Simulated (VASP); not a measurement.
Write the native input for VASP 6.6.1 that does the following.

```
Task                   : single point
Functional             : PBE
Potentials or basis    : VASP PAW PBE potentials, release 64 (Zr_sv, Be, S)
Cutoff                 : 520 eV
k mesh                 : 6 × 4 × 4
Occupations            : gaussian, width 0.2 eV
Spin                   : no spin polarisation
Dipole correction      : no
Further INCAR settings : ALGO = Normal; EDIFF = 1e-06; NBANDS = 34
```

The structure of Zr2BeS4 lies in POSCAR:

```
Zr2BeS4
1.0
    0.0000000000     -3.5639078235      0.0000000000
   -6.0352253022      0.0000000000     -0.0052483928
    0.0908754034      0.0000000000     -6.1859409287
Zr Be S
2 1 4
Direct
    0.0000000000      0.0030512271      0.0203296304
    0.5000000000      0.0114655835      0.5295230498
    0.5000000000      0.3960445827      0.1832682898
    1.0000000000      0.7622409743      0.6841816066
    0.5000000000      0.7467409260      0.1927554085
    1.0000000000      0.2928813026      0.3542589932
    0.5000000000      0.2775743836      0.8656830416
```

The input as run:

INCAR

```
SYSTEM = Zr2BeS4
PREC = Accurate ; ENCUT = 520
EDIFF = 1E-6 ; ISMEAR = 0
SIGMA = 0.2 ; LREAL = .FALSE.
LASPH = .TRUE. ; NELM = 100
ALGO = Normal ; ISIF = 2
LWAVE = .FALSE. ; LCHARG = .FALSE.
GGA = PE ; NBANDS = 34
```

KPOINTS

```
Automatic mesh
0
G
  6 4 4
  0 0 0
```

Potentials or basis: VASP PAW PBE potentials, release 64 (Zr_sv, Be, S).

Command:

```sh
$ cat potpaw_PBE.64/Zr_sv/POTCAR potpaw_PBE.64/Be/POTCAR potpaw_PBE.64/S/POTCAR > POTCAR
$ mpirun -np 1 vasp_std > vasp.out
```

Results of the run:

```yaml
Pressure: 0.0 GPa
Largest_force: 0.041 eV/Å
Band_gap_on_the_k_mesh: zero (bands 25 and 26 overlap by 1.36 eV)
```

Run time: 5.2 min on 1 thread of Intel Xeon 8259CL (shared host), peak memory 0.33 GiB.
